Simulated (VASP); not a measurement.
A run of VASP 6.6.1:

Contents of INCAR:

```
ALGO     = Normal         # electronic algorithm
EDIFF    = 1E-7           # SCF threshold, eV
ENCUT    = 520            # plane-wave cutoff, eV
GGA      = PS             # functional
ISIF     = 2              # what is computed and relaxed
ISMEAR   = -1             # smearing method
LASPH    = T              # aspherical terms in the spheres
LCHARG   = F              # write CHGCAR
LREAL    = F              # projectors in reciprocal space
LWAVE    = F              # write WAVECAR
NBANDS   = 28             # bands
NELM     = 60             # most SCF steps
PREC     = Accurate       # precision mode
SIGMA    = 0.15           # smearing width, eV
```

Contents of KPOINTS:

```
k-points
0
Gamma
  6 6 10
```

The input POSCAR:

```
Si3O
1.0
    6.0441688151      0.0000000000      0.0000000000
   -3.0220844076      5.2344037387      0.0000000000
    0.0000000000      0.0000000000      3.4281754835
Si O
6 2
Direct
    0.3467185502      0.0000000000      0.0000000000
    0.3467185502      0.3467185502      0.5000000000
    0.0000000000      0.3467185502      0.0000000000
    0.6532814498      0.0000000000      0.5000000000
    0.6532814498      0.6532814498      0.0000000000
    0.0000000000      0.6532814498      0.5000000000
    0.3333333333      0.6666666667      0.2500000000
    0.6666666667      0.3333333333      0.7500000000
```

Potentials or basis: VASP PAW PBE potentials, release 64 (Si, O).

The run is started by

```sh
$ cat potpaw_PBE.64/Si/POTCAR potpaw_PBE.64/O/POTCAR > POTCAR
$ mpirun -np 1 vasp_std > vasp.out
```

Hardware: 1 thread of Intel(R) Xeon(R) Platinum 8259CL CPU @ 2.50GHz (Skylake/Cascade Lake), on a shared host.

Question: Estimate the wall time of this run.

Answer: Run time: 2.6 min on 1 thread of Intel(R) Xeon(R) Platinum 8259CL CPU @ 2.50GHz (Skylake/Cascade Lake), with other jobs on the host, peak memory 0.28 GiB. Counts: scf iterations 16, k points 42.
